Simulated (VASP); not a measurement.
A run of VASP 6.6.1:

Contents of INCAR:

```
PREC     = Accurate       # precision mode
ENCUT    = 600            # plane-wave cutoff, eV
EDIFF    = 1E-6           # SCF threshold, eV
ISMEAR   = 0              # smearing method
SIGMA    = 0.1            # smearing width, eV
LREAL    = F              # projectors in reciprocal space
LASPH    = T              # aspherical terms in the spheres
NELM     = 60             # most SCF steps
ALGO     = Normal         # electronic algorithm
ISIF     = 3              # what is computed and relaxed
LWAVE    = F              # write WAVECAR
LCHARG   = F              # write CHGCAR
GGA      = PE             # functional
IBRION   = 2              # ionic algorithm
NSW      = 90             # ionic steps
EDIFFG   = -0.04          # ionic threshold
```

Contents of KPOINTS:

```
regular mesh
0
Gamma
  8 8 8
```

The input POSCAR:

```
LiF
1.0
    0.0000000000      2.0322729500      2.0322729500
    2.0322729500      0.0000000000      2.0322729500
    2.0322729500      2.0322729500      0.0000000000
Li F
1 1
Direct
    0.2500000000      0.2500000000      0.2500000000
    0.5000000000      0.5000000000      0.5000000000
```

Potentials or basis: VASP PAW PBE potentials, release 64 (Li_sv, F).

Run with:

```bash
$ cat potpaw_PBE.64/Li_sv/POTCAR potpaw_PBE.64/F/POTCAR > POTCAR
$ mpirun -np 1 vasp_std > vasp.out
```

Hardware: 1 thread of AMD EPYC 9R45 (Zen 5) (shared host).

Problem. How long does it take, and how much memory?

Solution. Run time: 9.7 s on 1 thread of AMD EPYC 9R45 (Zen 5) (shared host), peak memory 0.1 GiB. Counts: scf iterations 33, k points 29, ion steps 4.
